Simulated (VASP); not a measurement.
GaN, 36 atoms in the cell. The typed cell holds 36 atoms: a = 7.568 Å, b = 7.568 Å, c = 7.568 Å, α = 78.22°, β = 78.22°, γ = 78.22°. 

- Program: VASP 6.6.1
- Task: single point
- Functional: PBEsol
- Potentials or basis: VASP PAW PBE potentials, release 64 (Ga_d, N)
- Cutoff: 520 eV
- k mesh: 2 × 2 × 2, shifted
- Occupations: gaussian, width 0.02 eV
- Spin: no spin polarisation
- Dipole correction: no
- Further INCAR settings: LREAL = Auto; ALGO = Normal; EDIFF = 1e-07; NBANDS = 186

Potentials or basis: VASP PAW PBE potentials, release 64 (Ga_d, N).

The run is started by

```sh
$ cat potpaw_PBE.64/Ga_d/POTCAR potpaw_PBE.64/N/POTCAR > POTCAR
$ mpirun -np 1 vasp_std > vasp.out
```

Hardware: 1 thread of Oxide Virtual Turin-like Processor (shared host).

Estimate the wall time of this run.

It took 16 min on 1 thread of Oxide Virtual Turin-like Processor, on a shared host, peak memory 0.5 GiB. Counts: scf iterations 20, k points 4.
